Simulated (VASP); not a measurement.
Write the native input for VASP 6.6.1 that does the following.

| Item | Value |
| --- | --- |
| Task | single point |
| Functional | r2SCAN |
| Potentials or basis | VASP PAW PBE potentials, release 64 (Ba_sv, Zr_sv, O) |
| Cutoff | 520 eV |
| k mesh | 6 × 6 × 6 |
| Occupations | fermi-dirac, width 0.05 eV |
| Spin | no spin polarisation |
| Dipole correction | no |
| Further INCAR settings | ALGO = Normal; EDIFF = 1e-06; NBANDS = 28 |

BaZrO3:

```
Ba Zr O
1.0
     4.21910    0.00000    0.00000
     0.00000    4.21910    0.00000
     0.00000    0.00000    4.21910
Ba Zr O
1 1 3
Direct
  0.00000 0.00000 0.00000
  0.50000 0.50000 0.50000
  0.50000 0.50000 0.00000
  0.50000 0.00000 0.50000
  0.00000 0.50000 0.50000
```

One way to write it, as run:

POSCAR

```
BaZrO3
1.0
    4.2190980275      0.0000000000      0.0000000000
    0.0000000000      4.2190980275      0.0000000000
    0.0000000000      0.0000000000      4.2190980275
Ba Zr O
1 1 3
Direct
    0.0000000000      0.0000000000      0.0000000000
    0.5000000000      0.5000000000      0.5000000000
    0.5000000000      0.5000000000      0.0000000000
    0.5000000000      0.0000000000      0.5000000000
    0.0000000000      0.5000000000      0.5000000000
```

INCAR.step1

```
ALGO = Normal
EDIFF = 1E-4
ENCUT = 520
GGA = PE
ISMEAR = -1
LASPH = T
LCHARG = F
LREAL = F
LWAVE = T
NBANDS = 28
NELM = 60
PREC = Accurate
SIGMA = 0.05
```

INCAR.step2

```
ALGO = Normal
EDIFF = 1E-6
ENCUT = 520
ISIF = 2
ISMEAR = -1
ISTART = 1
LASPH = T
LCHARG = F
LMIXTAU = T
LREAL = F
LWAVE = F
METAGGA = R2SCAN
NBANDS = 28
NELM = 60
PREC = Accurate
SIGMA = 0.05
```

KPOINTS

```
k-points
0
Gamma
  6 6 6
```

Potentials or basis: VASP PAW PBE potentials, release 64 (Ba_sv, Zr_sv, O).

The run is started by

```bash
$ cat potpaw_PBE.64/Ba_sv/POTCAR potpaw_PBE.64/Zr_sv/POTCAR potpaw_PBE.64/O/POTCAR > POTCAR
$ cp INCAR.step1 INCAR
$ mpirun -np 1 vasp_std > vasp.out
$ cp INCAR.step2 INCAR
$ mpirun -np 1 vasp_std > vasp.out
```

It gave:

```yaml
Pressure: -0.6 GPa
Band_gap_on_the_k_mesh: 3.65 eV, indirect (least direct gap 3.92 eV)
```

Caveat: the PAW data sets were made with another functional, which shifts forces and pressure a little; spin-orbit coupling is left out, which moves the levels of the heavy elements.

It took 100 s on 1 thread of Intel(R) Xeon(R) Platinum 8488C (Sapphire Rapids) (shared host), peak memory 0.21 GiB.
